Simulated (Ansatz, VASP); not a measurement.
One calculation of HgTe, two programs

```xyz
2
Lattice="-0.0876 2.8777 2.8777 2.8777 -0.0876 2.8777 2.8777 2.8777 -0.0876" Properties=species:S:1:pos:R:3 pbc="T T T"
Hg    0.0000    0.0000    0.0000
Te    2.8339    2.8339    2.8339
```

Change from the starting cell: equal xy, yz and zx shear strains of -3 %, PAW files.

Alike in both runs: task electric field gradients; functional LDA; k mesh 10 × 10 × 10; occupations fermi-dirac, width 0.08 eV; no spin polarisation.

|  | VASP | Ansatz |
| --- | --- | --- |
| version | VASP 6.6.1 | Ansatz 0.2.0 |
| potentials or method | VASP PAW LDA potentials, release 64 (Hg, Te) | PAW with Ansatz's default frozen-core files, scalar-relativistic |
| plane-wave cutoff (eV) | 520 | 420 |
| valence electrons in the cell | 18 | 36 |

```csv
,VASP,Ansatz,Ansatz less VASP
pressure (GPa),4.4,3.9,-0.56
"traceless stress, the component that is largest in VASP (GPa)",0.56,0.57,+0.008
size of Vzz on the site where it differs most (V/Å²),23.8,18.3,-5.59
```

LDA's correlation is that of Perdew and Zunger in VASP and of Perdew and Wang (1992) in Ansatz. VASP's potentials hold 18 valence electrons a cell and Ansatz's 36, so a difference there can come from the potentials and not from the codes.

Neither program's run includes spin-orbit coupling.
